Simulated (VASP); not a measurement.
# BAs (F-43m) in VASP: a series of runs

The runs below take BAs through single point, relaxation of cell and atoms, with PBE.

Everything below comes from runs of VASP 6.6.1. Logs are shortened: lines on timing, memory, paths and dates and some standing lists are left out, and cuts for length are marked.

### Step 1. The cell of the first run

The structure is cubic, space group F-43m (No. 216). The conventional cell has a = 4.704 Å, b = 4.704 Å, c = 4.704 Å, α = 90.00°, β = 90.00°, γ = 90.00°. Within 2.7 Å of B (site symmetry -43m) lie 4 As at 2.04 Å. Within 2.7 Å of As (site symmetry -43m) lie 4 B at 2.04 Å.

### Step 2. Single point, PBE

The input, INCAR:

```
SYSTEM = BAs
ALGO = Normal
EDIFF = 1E-6
ENCUT = 500
GGA = PE
GGA_COMPAT = .False.
ISIF = 2
ISMEAR = 0
LASPH = .True.
LCHARG = .False.
LREAL = .False.
LWAVE = .False.
NBANDS = 11
NELM = 120
PREC = Accurate
SIGMA = 0.01
```

The input, KPOINTS:

```
k-points
0
Gamma
  7 7 7
  0 0 0
```

The input, POSCAR:

```
BAs
1.0
    3.3265437083      0.0000000000      0.0000000000
    1.6632718541      2.8808713582      0.0000000000
    1.6632718541      0.9602904527      2.7161115641
B As
1 1
Direct
    0.0000000000      0.0000000000      0.0000000000
    0.2500000000      0.2500000000      0.2500000000
```

Potentials or basis: VASP PAW PBE potentials, release 64 (B, As).

On the command line:

```sh
> cat potpaw_PBE.64/B/POTCAR potpaw_PBE.64/As/POTCAR > POTCAR
> mpirun -np 1 vasp_std > vasp.out
```

OUTCAR:

```text
SYSTEM = BAs
   EDIFF = 1E-6
   ENCUT = 500
   GGA = PE
   ISIF = 2
   ISMEAR = 0
   LASPH = .True.
   LREAL = .False.
   NELM = 120
   PREC = Accurate

 ion  position               nearest neighbor table
   1  0.000  0.000  0.000-   2 2.04   2 2.04   2 2.04   2 2.04
   2  0.250  0.250  0.250-   1 2.04   1 2.04   1 2.04   1 2.04

  LATTYP: Found a face centered cubic cell.
 ALAT       =     4.7044432281

  Lattice vectors:

 A1 = (   3.3265437083,   0.0000000000,   0.0000000000)
 A2 = (   1.6632718541,   2.8808713582,   0.0000000000)
 A3 = (   1.6632718541,   0.9602904527,   2.7161115641)

Analysis of symmetry for initial positions (statically):
=====================================================================
 Subroutine PRICEL returns:
 Original cell was already a primitive cell.

 Routine SETGRP: Setting up the symmetry group for a
 face centered cubic supercell.

 Subroutine GETGRP returns: Found 24 space group operations
 (whereof 24 operations were pure point group operations)
 out of a pool of 48 trial point group operations.

The static configuration has the point symmetry T_d .

Analysis of symmetry for dynamics (positions and initial velocities):
=====================================================================
 Subroutine PRICEL returns:
 Original cell was already a primitive cell.

 Routine SETGRP: Setting up the symmetry group for a
 face centered cubic supercell.

 Subroutine GETGRP returns: Found 24 space group operations
 (whereof 24 operations were pure point group operations)
 out of a pool of 48 trial point group operations.

The dynamic configuration has the point symmetry T_d .

 Subroutine INISYM returns: Found 24 space group operations
 (whereof 24 operations are pure point group operations),
 and found     1 'primitive' translations

----------------------------------------------------------------------------------------

                                     Primitive cell

  volume of cell :      26.0294

  direct lattice vectors                    reciprocal lattice vectors
     3.326543708  0.000000000  0.000000000     0.300612313 -0.173558600 -0.122724463
     1.663271854  2.880871358  0.000000000     0.000000000  0.347117200 -0.122724463
     1.663271854  0.960290453  2.716111564     0.000000000  0.000000000  0.368173389

  length of vectors
     3.326543708  3.326543708  3.326543708     0.368173389  0.368173389  0.368173389

  position of ions in fractional coordinates (direct lattice)
     0.000000000  0.000000000  0.000000000
     0.250000000  0.250000000  0.250000000

  ion indices of the primitive-cell ions
   primitive index   ion index
                 1           1
                 2           2

----------------------------------------------------------------------------------------

 KPOINTS: k-points

Automatic generation of k-mesh.
 Grid dimensions read from file:
 generate k-points for:    7    7    7

 Generating k-lattice:

  Cartesian coordinates                     Fractional coordinates (reciprocal lattice)
     0.042944616 -0.024794086 -0.017532066     0.142857143  0.000000000  0.000000000
     0.000000000  0.049588171 -0.017532066     0.000000000  0.142857143  0.000000000
     0.000000000  0.000000000  0.052596198     0.000000000  0.000000000  0.142857143

  Length of vectors
     0.052596198  0.052596198  0.052596198

  Shift w.r.t. Gamma in fractional coordinates (k-lattice)
     0.000000000  0.000000000  0.000000000

 Subroutine IBZKPT returns following result:
 ===========================================

 Found     20 irreducible k-points:

 Following reciprocal coordinates:
            Coordinates               Weight
  0.000000  0.000000  0.000000      1.000000
  0.142857  0.000000  0.000000      8.000000
  0.285714  0.000000  0.000000      8.000000
  0.428571  0.000000 -0.000000      8.000000
  0.142857  0.142857  0.000000      6.000000
  0.285714  0.142857  0.000000     24.000000
[... 12 lines left out ...]
 -0.428571  0.428571  0.142857     24.000000
 -0.285714  0.428571  0.142857     24.000000
   k-points           NKPTS =     20   k-points in BZ     NKDIM =     20   number of bands    NBANDS=     11
   number of dos      NEDOS =    301   number of ions     NIONS =      2
   total plane-waves  NPLWV =  13824
   dimension x,y,z NGX =    24 NGY =   24 NGZ =   24
   dimension x,y,z NGXF=    48 NGYF=   48 NGZF=   48
   ions per type =               1   1
   NGX,Y,Z   is equivalent  to a cutoff of  11.99, 11.99, 11.99 a.u.
   NGXF,Y,Z  is equivalent  to a cutoff of  23.99, 23.99, 23.99 a.u.
 SYSTEM =  BAs
   PREC   = accura    normal or accurate (medium, high low for compatibility)
   ISTART =      0    job   : 0-new  1-cont  2-samecut
   ICHARG =      2    charge: 1-file 2-atom 10-const
   ISPIN  =      1    spin polarized calculation?
   LNONCOLLINEAR =      F non collinear calculations
   LSORBIT =      F    spin-orbit coupling
   LASPH  =      T    aspherical Exc in radial PAW
   ENCUT  =  500.0 eV  36.75 Ry    6.06 a.u.   6.07  6.07  6.07*2*pi/ulx,y,z
   NELM   =    120;   NELMIN=  2; NELMDL= -5     # of ELM steps
   EDIFF  = 0.1E-05   stopping-criterion for ELM
   LREAL  =      F    real-space projection
   EDIFFG = 0.1E-04   stopping-criterion for IOM
   NSW    =      0    number of steps for IOM
   IBRION =     -1    ionic relax: 0-MD 1-quasi-New 2-CG
   NFREE  =      0    steps in history (QN), initial steepest desc. (CG)
   ISIF   =      2    stress and relaxation
   ISYM   =      2    0-nonsym 1-usesym 2-fastsym
   POTIM  = 0.5000    time-step for ionic-motion
   TEBEG  =    0.0;   TEEND  =   0.0 temperature during run
   PSTRESS=    0.0 pullay stress
   NELECT =       8.0000    total number of electrons
   NUPDOWN=      -1.0000    fix difference up-down
   EMIN   =  10.00;   EMAX   =-10.00  energy-range for DOS
   EFERMI =   0.00;   METHOD = LEGACY
   ISMEAR =     0;   SIGMA  =   0.01  broadening in eV -4-tet -1-fermi 0-gaus
   EFERMI_NEDOS =   21; number of points for ismear=-14 and -15
   IALGO  =     38    algorithm
   IMIX   =      4    mixing-type and parameters
     AMIX     =   0.40;   BMIX     =  1.00
     AMIX_MAG =   1.60;   BMIX_MAG =  1.00
  volume/ion in A,a.u.               =      13.01        87.83
  Fermi-wavevector in a.u.,A,eV,Ry     =   1.104799  2.087767 16.607009  1.220581
  Thomas-Fermi vector in A             =   2.241277
   LORBIT       =      0    0 simple, 1 ext, 2 COOP (PROOUT), +10 PAW based schemes
   GGA     = PE    functional components
   LHFCALC =     F    Hartree Fock is set to
   AEXX    =    0.0000 exact exchange contribution
   IVDW    =     0    specifies the selected vdW correction
   LEPSILON=     F    determine dielectric tensor
   LRPA    =     F    only Hartree local field effects (RPA)
 non-spin polarized calculation
 Gauss-broadening in eV      SIGMA  =   0.01
  energy-cutoff  :      500.00
  volume of cell :       26.03
 maximum number of plane-waves:       671
   NGX = 13   NGY = 13   NGZ = 13

 number of electron       8.0000001 magnetization

 Free energy of the ion-electron system (eV)
  ---------------------------------------------------
  ext. energy  EPLUGINS =         0.00000000
  ---------------------------------------------------
  free energy    TOTEN  =       -11.34609969 eV

  energy without entropy =      -11.34609969  energy(sigma->0) =      -11.34609969

 E-fermi :   6.7008     XC(G=0): -10.7831

 val. band max:        6.6457558489   @ k =   0.0000   0.0000   0.0000
 cond. band min:       7.7900296076   @ k =   0.4286   0.4286   0.0000
 fundamental gap:      1.1442737587
 Fermi energy:         6.7008419829

 k-point     1 :       0.0000    0.0000    0.0000
  band No.  band energies     occupation
      1      -9.1844      2.00000
      2       6.6458      2.00000
      3       6.6458      2.00000
      4       6.6458      2.00000
      5       9.9804      0.00000
      6       9.9804      0.00000
      7       9.9804      0.00000
      8      11.9244      0.00000
      9      16.4581      0.00000
     10      19.7831      0.00000
     11      19.7831      0.00000

 k-point     2 :       0.1429    0.0000    0.0000
  band No.  band energies     occupation
      1      -8.8362      2.00000
      2       4.1990      2.00000
      3       6.0761      2.00000
      4       6.0761      2.00000
      5      10.1971      0.00000
      6      10.7242      0.00000
      7      10.7242      0.00000
      8      13.3428      0.00000
      9      17.6801      0.00000
     10      18.2121      0.00000
     11      18.2121      0.00000

 k-point     3 :       0.2857    0.0000    0.0000
  band No.  band energies     occupation
      1      -7.8319      2.00000
      2       0.7197      2.00000
      3       5.2627      2.00000
      4       5.2627      2.00000
      5       9.8698      0.00000
      6      11.5052      0.00000
      7      11.5052      0.00000
      8      15.2278      0.00000
      9      18.2366      0.00000
     10      18.2568      0.00000
     11      18.2568      0.00000

 k-point     4 :       0.4286    0.0000   -0.0000
  band No.  band energies     occupation
      1      -6.4718      2.00000
      2      -1.9869      2.00000
      3       4.8029      2.00000
      4       4.8029      2.00000
      5       9.6416      0.00000
      6      11.5055      0.00000
      7      11.5055      0.00000
      8      15.6152      0.00000
      9      19.3389      0.00000
     10      20.5918      0.00000
     11      20.5918      0.00000
[... 183 lines left out ...]
 k-point    18 :      -0.4286    0.2857    0.1429
  band No.  band energies     occupation
      1      -5.6724      2.00000
      2      -1.3857      2.00000
      3       1.5075      2.00000
      4       3.1964      2.00000
      5      10.7615      0.00000
      6      11.8557      0.00000
      7      13.8541      0.00000
      8      15.7908      0.00000
      9      17.6724      0.00000
     10      20.7733      0.00000
     11      22.9475      0.00000

 k-point    19 :      -0.4286    0.4286    0.1429
  band No.  band energies     occupation
      1      -5.1341      2.00000
      2      -1.3623      2.00000
      3       1.4213      2.00000
      4       1.9610      2.00000
      5       9.8115      0.00000
      6      10.4418      0.00000
      7      15.0056      0.00000
      8      17.3426      0.00000
      9      18.8926      0.00000
     10      22.2636      0.00000
     11      23.6796      0.00000

 k-point    20 :      -0.2857    0.4286    0.1429
  band No.  band energies     occupation
      1      -4.7606      2.00000
      2      -1.5869      2.00000
      3       0.4614      2.00000
      4       2.1170      2.00000
      5      10.5246      0.00000
      6      13.1204      0.00000
      7      14.1533      0.00000
      8      14.9587      0.00000
      9      18.4268      0.00000
     10      21.2869      0.00000
     11      23.6884      0.00000

------------------------ aborting loop because EDIFF is reached ----------------------------------------

  FORCE on cell =-STRESS in cart. coord.  units (eV):
  Direction    XX          YY          ZZ          XY          YZ          ZX
  --------------------------------------------------------------------------------------
  -------------------------------------------------------------------------------------
  Total        1.7536890      1.7536890      1.7536890     -0.0000000     -0.0000000     -0.0000000
  in kB      107.9439852    107.9439852    107.9439852     -0.0000000     -0.0000000     -0.0000000
  external PRESSURE =     107.9439852 kB  Pullay stress =       0.0000000 kB

 VOLUME and BASIS-vectors are now :
 -----------------------------------------------------------------------------
  energy-cutoff  :      500.00
  volume of cell :       26.03
      direct lattice vectors                 reciprocal lattice vectors
     3.326543708  0.000000000  0.000000000     0.300612313 -0.173558600 -0.122724463
     1.663271854  2.880871358  0.000000000     0.000000000  0.347117200 -0.122724463
     1.663271854  0.960290453  2.716111564     0.000000000  0.000000000  0.368173389

 POSITION                                       TOTAL-FORCE (eV/Angst)
 -----------------------------------------------------------------------------------
      0.00000      0.00000      0.00000        -0.000000     -0.000000     -0.000000
      1.66327      0.96029      0.67903         0.000000      0.000000      0.000000
 -----------------------------------------------------------------------------------
    total drift:                                0.000000      0.000000      0.000000

  FREE ENERGIE OF THE ION-ELECTRON SYSTEM (eV)
  ---------------------------------------------------
  free  energy   TOTEN  =       -11.3460996877 eV

  energy  without entropy=      -11.3460996877  energy(sigma->0) =      -11.34609969
```

Wall time 14 s (1 thread of AMD EPYC 7R13, shared host); peak memory 0.11 GiB.

Results:

| Quantity | Value |
| --- | --- |
| Free energy | -11.3461 eV |
| Pressure | 10.8 GPa |
| Band gap on the k mesh | 1.14 eV, indirect (least direct gap 3.33 eV) |

Levels at points of the mesh, in eV from the valence-band top:
```tsv
k point	band 2	band 3	band 4	band 5	band 6	band 7
(0.00, 0.00, 0.00)	0.00	0.00	0.00	3.33	3.33	3.33
```

A k mesh can miss the band edges. PBE gaps usually lie below the measured ones, often by a third to a half.

### Step 3. Relaxation of cell and atoms, PBE, target pressure 10 GPa, at which the enthalpy is minimised

This run uses another cell than the first one, of 13.63 Å³/atom, 1.047 times its volume.

The input, INCAR:

```
PREC     = Accurate       # precision mode
ENCUT    = 500            # plane-wave cutoff, eV
EDIFF    = 1E-7           # SCF threshold, eV
ISMEAR   = 0              # smearing method
SIGMA    = 0.01           # smearing width, eV
LREAL    = False          # projectors in reciprocal space
LASPH    = True           # aspherical terms in the spheres
NELM     = 120            # most SCF steps
ALGO     = Normal         # electronic algorithm
ISIF     = 3              # what is computed and relaxed
LWAVE    = False          # write WAVECAR
LCHARG   = False          # write CHGCAR
GGA      = PE             # functional
IBRION   = 2              # ionic algorithm
NSW      = 80             # ionic steps
EDIFFG   = -0.01          # ionic threshold
PSTRESS  = 100.0        
GGA_COMPAT= False        
NELMIN   = 4
```

The input, KPOINTS:

```
regular mesh
0
Gamma
  7 7 7
```

The input, POSCAR:

```
BAs
1.0
    3.3778490000      0.0000000000      0.0000000000
    1.6889245000      2.9253030441      0.0000000000
    1.6889245000      0.9751010147      2.7580021594
B As
1 1
Direct
    0.0000000000      0.0000000000      0.0000000000
    0.2500000000      0.2500000000      0.2500000000
```

Potentials or basis: VASP PAW PBE potentials, release 64 (B, As).

On the command line:

```sh
> cat potpaw_PBE.64/B/POTCAR potpaw_PBE.64/As/POTCAR > POTCAR
> mpirun -np 1 vasp_std > vasp.out
```

It took 36 s on 1 thread of AMD EPYC 7R13, shared host; peak memory 0.13 GiB.

Results (log left out):

```
Free energy                                            : -11.3545 eV
Relaxed volume                                         : 13.08 Å³/atom
Relaxed cell                                           : a = 3.332 Å, b = 3.332 Å, c = 3.332 Å, α = 60.00°, β = 60.00°, γ = 60.00°
Space group after relaxing (to 0.05 Å)                 : F-43m (No. 216)
Energy change on relaxing (the enthalpy is what falls) : +22.6 meV/atom
Ionic steps                                            : 3
Pressure after relaxing                                : 10.0 GPa
Band gap on the k mesh                                 : 1.15 eV, indirect (least direct gap 3.33 eV)
```

Step by step:
```csv
step,energy change (eV),largest force (eV/Å),pressure (GPa),volume (Å³)
1,0.0000,0.0000,3.44,27.25
2,0.1337,0.0000,17.52,25.11
3,0.0451,0.0000,9.96,26.15
```

Final structure:
```
B As
1.0
     3.33187    0.00000    0.00000
     1.66594    2.88549    0.00000
     1.66594    0.96183    2.72046
B As
1 1
Direct
  0.00000 0.00000 0.00000
  0.25000 0.25000 0.25000
```

Levels at points of the mesh, in eV from the valence-band top:
```tsv
k point	band 1	band 2	band 3	band 4	band 5	band 6	band 7	band 8
(0.00, 0.00, 0.00)	-15.78	0.00	0.00	0.00	3.33	3.33	3.33	5.22
```

Caveat: the cell is relaxed towards a set pressure, so the enthalpy falls and the energy may rise.
